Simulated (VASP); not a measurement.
Here is a VASP 6.6.1 calculation.

Contents of INCAR:

```
ALGO     = Normal         # electronic algorithm
EDIFF    = 1E-6           # SCF threshold, eV
EDIFFG   = -0.04          # ionic threshold
ENCUT    = 600            # plane-wave cutoff, eV
GGA      = PE             # functional
IBRION   = 2              # ionic algorithm
ISIF     = 3              # what is computed and relaxed
ISMEAR   = 0              # smearing method
LASPH    = T              # aspherical terms in the spheres
LCHARG   = F              # write CHGCAR
LREAL    = F              # projectors in reciprocal space
LWAVE    = F              # write WAVECAR
NELM     = 60             # most SCF steps
NSW      = 90             # ionic steps
PREC     = Accurate       # precision mode
SIGMA    = 0.1            # smearing width, eV
```

KPOINTS

```
k-points
0
Gamma
  6 6 4
```

The input POSCAR:

```
GaSb2
1.0
    3.3168386000      0.0000000000      0.0000000000
    0.0000000000      3.3168386000      0.0000000000
    0.0000000000      0.0000000000      6.3370892400
Ga Sb
1 2
Direct
    0.0000000000      0.0000000000      0.0000000000
    0.5000000000      0.5000000000      0.2700000100
    0.5000000000      0.5000000000      0.7299999900
```

Potentials or basis: VASP PAW PBE potentials, release 64 (Ga_d, Sb).

Run with:

```bash
$ cat potpaw_PBE.64/Ga_d/POTCAR potpaw_PBE.64/Sb/POTCAR > POTCAR
$ mpirun -np 1 vasp_std > vasp.out
```

Question: What does it give for the relaxed volume?

Answer: 27.47 Å³/atom.

Question: What does it give for the relaxed cell?

Answer: a = 3.544 Å, b = 3.544 Å, c = 6.560 Å, α = 90.00°, β = 90.00°, γ = 90.00°.

Question: Predict the space group after relaxing (to 0.1 Å).

Answer: P4/mmm (No. 123).

Question: Predict the band gap on the k mesh.

Answer: Zero (an odd number of electrons rules out a gap without spin polarisation).

Forces in eV/Å, atoms in the order of the input:
```
Ga   0.000  0.000  0.000
Sb   0.000  0.000 -0.032
Sb   0.000  0.000  0.032
```

Caveat: the volume moved by over 15 % at a fixed basis, so the end points are rough; spin-orbit coupling is left out, which moves the levels of the heavy elements.
